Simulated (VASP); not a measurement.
## GaSb: single point with PBE

The system is GaSb.

```
Ga Sb
1.0
     0.00000    3.10774    3.10774
     3.10774    0.00000    3.10774
     3.10774    3.10774    0.00000
Ga Sb
1 1
Direct
  0.00000 0.00000 0.00000
  0.75000 0.75000 0.75000
```

| Quantity | Value |
| --- | --- |
| Program | VASP 6.6.1 |
| Task | single point |
| Functional | PBE |
| Potentials or basis | VASP PAW PBE potentials, release 64 (Ga_d, Sb) |
| Cutoff | 520 eV |
| k mesh | 12 × 12 × 12 |
| Occupations | gaussian, width 0.1 eV |
| Spin | no spin polarisation |
| Dipole correction | no |
| Further INCAR settings | ALGO = Normal; EDIFF = 1e-06; NBANDS = 16 |

| Item | Value |
| --- | --- |
| Pressure | 0.0 GPa |
| Band gap on the k mesh | zero (filled and empty bands touch) |

Levels at points of the mesh, in eV from the Fermi level:
```csv
k point,band 7,band 8,band 9,band 10,band 11,band 12
"(0.00, 0.00, 0.00)",-0.34,-0.05,-0.05,-0.05,2.74,2.74
"(0.50, 0.00, 0.00)",-6.19,-1.13,-1.13,0.26,3.70,3.70
"(0.50, 0.50, 0.00)",-6.65,-2.46,-2.46,0.90,1.29,8.33
```

It took 68 s on 1 thread of Intel Xeon 6975P-C, with other jobs on the host, peak memory 0.24 GiB.

Caveat: spin-orbit coupling is left out, which moves the levels of the heavy elements.
